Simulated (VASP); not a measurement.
A run of VASP 6.6.1:

INCAR

```
PREC = Accurate ; ENCUT = 450
EDIFF = 1E-7 ; ISMEAR = 0
SIGMA = 0.05 ; LREAL = F
LASPH = T ; NELM = 120
ALGO = Normal ; ISIF = 2
LWAVE = F ; LCHARG = F
LDIPOL = T ; IDIPOL = 3
DIPOL = 0.5 0.5 0.500 ; GGA = PS
IBRION = 2 ; NSW = 80
EDIFFG = -0.02 ; GGA_COMPAT = F
NELMIN = 4 ; NELMDL = -8
```

KPOINTS

```
regular mesh
0
Gamma
  7 5 1
```

File POSCAR:

```
AlP
1.0
    3.8681183871      0.0000000000      0.0000000000
    0.0000000000      5.4703454839      0.0000000000
    0.0000000000      0.0000000000     18.8681183871
Al P
3 3
Direct
    0.5000000000      0.5000000000      0.3974959159
    0.0000000000      0.0000000000      0.5000000000
    0.5000000000      0.5000000000      0.6025040841
    0.0000000000      0.7500000000      0.3974959159
    0.5000000000      0.2500000000      0.5000000000
    0.0000000000      0.7500000000      0.6025040841
```

Potentials or basis: VASP PAW PBE potentials, release 64 (Al, P).

Command:

```console
$ cat potpaw_PBE.64/Al/POTCAR potpaw_PBE.64/P/POTCAR > POTCAR
$ mpirun -np 1 vasp_std > vasp.out
```

Hardware: 1 thread of Intel(R) Xeon(R) Platinum 8488C (Sapphire Rapids), on a shared host.

Q: How long does it take, and how much memory?

A: It took 8.6 min on 1 thread of Intel(R) Xeon(R) Platinum 8488C (Sapphire Rapids) (shared host), peak memory 0.43 GiB. Counts: scf iterations 167, k points 12, ion steps 13.
